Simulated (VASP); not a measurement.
# Si (a cell with a defect) in VASP: further runs, part 2 of 2

VASP 6.6.1. Earlier steps stand in the parts before.

## Step 4: Single point, PBE

The input, INCAR:

```
SYSTEM = Si
  ALGO = Normal
  EDIFF = 1E-7
  ENCUT = 520
  GGA = PE
  ISIF = 2
  ISMEAR = -1
  LASPH = .TRUE.
  LCHARG = .FALSE.
  LREAL = Auto
  LWAVE = .FALSE.
  NBANDS = 48
  NELM = 80
  PREC = Accurate
  SIGMA = 0.02
```

The input, KPOINTS:

```
k-points
0
G
  2 2 2
  0 0 0
```

The input, POSCAR:

```
Si
1.0
    0.0000000000      5.4300000000      5.4300000000
    5.4300000000      0.0000000000      5.4300000000
    5.4300000000      5.4300000000      0.0000000000
Si
17
Direct
   -0.0669797422      0.0204235727     -0.0154511971
    0.0475598527      0.1361602210      0.1231031308
   -0.0316298343      0.0146132597      0.5099907919
    0.1474861878      0.0932320442      0.6175414365
   -0.0259116022      0.5189502762     -0.0116942910
    0.1917771639      0.4286464088      0.4175966851
   -0.0811510129      0.7773572744      0.4233793738
    0.1666482505      0.6239410681      0.6429097606
    0.4202209945      0.0766298343     -0.0050828729
    0.5785819521      0.1202762431      0.1334806630
    0.4984990792     -0.0437476980      0.5216666667
    0.5742633517      0.1470810313      0.6325506446
    0.4787569061      0.5057918969      0.0148342541
    0.5872928177      0.6656537753      0.1106813996
    0.5323572744      0.5013996317      0.4842909761
    0.6655801105      0.5800736648      0.6539594843
    1.1194106814      0.6619152855      0.0634990792
```

Potentials or basis: VASP PAW PBE potentials, release 64 (Si).

Started as:

```
$ cat potpaw_PBE.64/Si/POTCAR > POTCAR
$ mpirun -np 1 vasp_std > vasp.out
```

OUTCAR:

```text
SYSTEM = Si
   EDIFF = 1E-7
   ENCUT = 520
   GGA = PE
   ISIF = 2
   ISMEAR = -1
   LASPH = .TRUE.
   LREAL = Auto
   NELM = 80
   PREC = Accurate

 ion  position               nearest neighbor table
   1  0.933  0.020  0.985-  10 2.23  17 2.29   2 2.31   4 2.38   7 2.90
   2  0.048  0.136  0.123-   1 2.31   9 2.39   5 2.43   3 2.46   7 2.82
   3  0.968  0.015  0.510-   4 2.32   2 2.46   7 2.46  12 2.47   8 2.51
   4  0.147  0.093  0.618-  11 2.21   3 2.32   6 2.35   1 2.38
   5  0.974  0.519  0.988-   8 2.24  17 2.30  14 2.43   2 2.43
   6  0.192  0.429  0.418-   4 2.35   7 2.45  17 2.56   8 2.69  13 2.73  11 3.13
[... 616 lines left out ...]
  in kB       39.9884630     24.3647554     42.1936861     -2.9979700     20.5992572    -13.0327965
  external PRESSURE =      35.5156348 kB  Pullay stress =       0.0000000 kB

 VOLUME and BASIS-vectors are now :
 -----------------------------------------------------------------------------
  energy-cutoff  :      520.00
  volume of cell :      320.21
      direct lattice vectors                 reciprocal lattice vectors
     0.000000000  5.430000000  5.430000000    -0.092081031  0.092081031  0.092081031
     5.430000000  0.000000000  5.430000000     0.092081031 -0.092081031  0.092081031
     5.430000000  5.430000000  0.000000000     0.092081031  0.092081031 -0.092081031

 POSITION                                       TOTAL-FORCE (eV/Angst)
 -----------------------------------------------------------------------------------
      5.45700     10.41240      5.17720        -0.725648      0.398113      1.380955
      1.40780      0.92670      0.99760         1.184946      0.810934      1.146526
      2.84860      8.02750      5.33760        -0.374949     -0.641571     -0.244569
      3.85950      4.15410      1.30710         1.199509     -1.237822     -0.950198
      8.18440     10.65580      8.10720         0.361352     -0.109161     -1.627627
      4.59510      3.30890      3.36890         0.684160     -0.318866      0.482731
[... 9 lines left out ...]
      6.70080      7.16510      6.76390        -0.815065     -0.489816      0.530088
      3.93900      0.99320      4.24260         0.256128      0.710526     -0.807345
 -----------------------------------------------------------------------------------
    total drift:                               -0.004119     -0.001442      0.004437

  FREE ENERGIE OF THE ION-ELECTRON SYSTEM (eV)
  ---------------------------------------------------
  free  energy   TOTEN  =       -85.8931926241 eV

  energy  without entropy=      -85.8833025961  energy(sigma->0) =      -85.88824761
```

It took 4.6 min on 1 thread of Intel Xeon 8259CL, shared host; peak memory 0.47 GiB.

What came out:

```
Free energy            : -85.8932 eV
Pressure               : 3.6 GPa
Largest force          : 2.933 eV/Å
Band gap on the k mesh : zero (bands 34 and 35 overlap by 0.18 eV)
```

Forces on the atoms (eV/Å):
```
Si  -0.726  0.398  1.381
Si   1.185  0.811  1.147
Si  -0.375 -0.642 -0.245
Si   1.200 -1.238 -0.950
Si   0.361 -0.109 -1.628
Si   0.684 -0.319  0.483
Si  -0.723  0.382 -0.881
Si  -0.422 -1.504  0.463
Si  -1.787 -0.371 -2.296
Si   2.434  0.808  0.176
Si  -0.809  0.505  1.085
Si  -1.234  0.275  0.259
Si  -0.268  0.671 -0.468
Si   0.726  0.318  1.030
Si   0.313 -0.205  0.721
Si  -0.815 -0.490  0.530
Si   0.256  0.711 -0.807
```

Stress tensor (GPa, compression positive):
```
 4.00 -0.30 -1.30
-0.30  2.44  2.06
-1.30  2.06  4.22
```

Caveat: the k points lie up to 0.50 Å⁻¹ apart.

## Step 5: Single point, PBE

The input, INCAR:

```
ALGO     = Normal         # electronic algorithm
EDIFF    = 1E-7           # SCF threshold, eV
ENCUT    = 520            # plane-wave cutoff, eV
GGA      = PE             # functional
ISIF     = 2              # what is computed and relaxed
ISMEAR   = -1             # smearing method
LASPH    = T              # aspherical terms in the spheres
LCHARG   = T              # write CHGCAR
LELF     = T              # ELF
LREAL    = Auto         
LVHAR    = T            
LWAVE    = F              # write WAVECAR
NBANDS   = 48             # bands
NELM     = 60             # most SCF steps
PREC     = Accurate       # precision mode
SIGMA    = 0.02           # smearing width, eV
```

The input, KPOINTS:

```
k-points
0
Gamma
  2 2 2
```

The input, POSCAR:

```
Si
1.0
    0.0000000000      5.4300000000      5.4300000000
    5.4300000000      0.0000000000      5.4300000000
    5.4300000000      5.4300000000      0.0000000000
Si
17
Direct
    0.0169244936     -0.0849907919      0.0469613260
    0.1282136280      0.0866482505      0.1322651934
   -0.0107550645     -0.0391896869      0.5103867403
    0.0071270718      0.1934254144      0.6849171271
   -0.0262062615      0.4496500921      0.0545119705
    0.1364272560      0.4387661142      0.4954327808
   -0.1542357274      0.7495948435      0.4438674033
    0.1237661142      0.6310589319      0.6751473297
    0.4846224678      0.0720257827     -0.1269613260
    0.6363812155      0.0214088398      0.1251104972
    0.4126979742      0.0284806630      0.4912062615
    0.6324033149      0.1710957643      0.4904327808
    0.6053314917      0.3869152855     -0.0457366483
    0.6075046041      0.6784069982      0.0519060773
    0.5143186004      0.5349447514      0.4349079190
    0.5588489871      0.6347237569      0.6360497238
    1.1617495396      0.5526703499      0.1354696133
```

Started as:

```
$ cat potpaw_PBE.64/Si/POTCAR > POTCAR
$ mpirun -np 1 vasp_std > vasp.out
```

Wall time 4.6 min (1 thread of Intel Xeon 8259CL, shared host); peak memory 0.48 GiB.

The run converged. Its results:

```
Free energy            : -83.8285 eV
Pressure               : 1.0 GPa
Largest force          : 4.141 eV/Å
Band gap on the k mesh : zero (bands 34 and 35 overlap by 0.23 eV)
```

Forces in eV/Å, atoms in the order of the input:
```
Si   0.215 -1.236  0.399
Si  -0.588  0.140  0.301
Si   1.937 -2.127  1.756
Si  -1.257  0.596 -3.900
Si   0.586 -1.051  0.618
Si  -0.163  0.163  2.700
Si   0.402 -0.138  0.802
Si  -1.785  2.115 -1.013
Si   0.239  1.288 -0.836
Si   0.436 -0.473 -0.118
Si  -0.245  0.079 -0.090
Si   0.054  0.607 -0.738
Si   1.235 -0.073  0.204
Si  -0.734  0.560 -0.397
Si  -0.047 -1.112 -0.347
Si   0.608 -0.278  0.162
Si  -0.893  0.939  0.497
```

Stress tensor (GPa, compression positive):
```
-1.41 -1.56  2.11
-1.56  0.34 -2.06
 2.11 -2.06  4.18
```

Levels at points of the mesh, in eV from the Fermi level:
```csv
k point,band 30,band 31,band 32,band 33,band 34,band 35,band 36,band 37,band 38,band 39
"(0.00, 0.00, 0.00)",-1.02,-0.99,-0.85,-0.64,-0.51,0.01,0.13,0.22,0.37,0.52
"(0.50, 0.00, 0.00)",-1.53,-1.33,-0.71,-0.58,-0.16,0.02,0.27,0.55,0.61,0.85
"(0.00, 0.50, 0.00)",-1.42,-1.21,-0.86,-0.34,-0.26,0.16,0.41,0.71,0.80,1.34
"(0.00, 0.00, 0.50)",-1.52,-1.24,-0.98,-0.43,-0.26,0.01,0.50,0.64,0.77,0.93
"(0.50, 0.50, 0.50)",-1.76,-1.42,-0.87,-0.80,-0.68,0.26,0.32,0.71,0.84,1.13
"(0.50, 0.50, 0.00)",-1.52,-1.37,-1.25,-0.62,0.25,0.53,0.67,0.93,1.05,1.36
"(0.00, 0.50, 0.50)",-1.63,-1.31,-1.23,-0.63,-0.41,0.50,0.83,0.94,1.26,1.45
"(0.50, 0.00, 0.50)",-1.33,-1.01,-0.94,-0.58,-0.31,0.19,0.57,0.83,1.06,1.27
```

Caveat: the k points lie up to 0.50 Å⁻¹ apart; the atoms stand as in a frame of molecular dynamics.

## Step 6: Overview

```tsv
cell	gap on the mesh (eV)	pressure (GPa)	largest force (eV/Å)
as given, atomic positions A	none	5.1	3.83
as given, atomic positions B	none	-0.4	3.71
as given, atomic positions C	none	3.6	2.93
as given, atomic positions D	none	1.0	4.14
```

Alike in all rows: task single point; level PBE; potentials or basis VASP PAW PBE potentials, release 64 (Si); no spin polarisation; k mesh 2 × 2 × 2; cutoff (eV) 520; smearing fermi-dirac 0.02 eV.

Caveats: all runs use coarse meshes; the atoms stand as in a frame of molecular dynamics (at least some runs).

Total energies depend on the potentials used, so only differences within one code and one set of settings carry meaning.
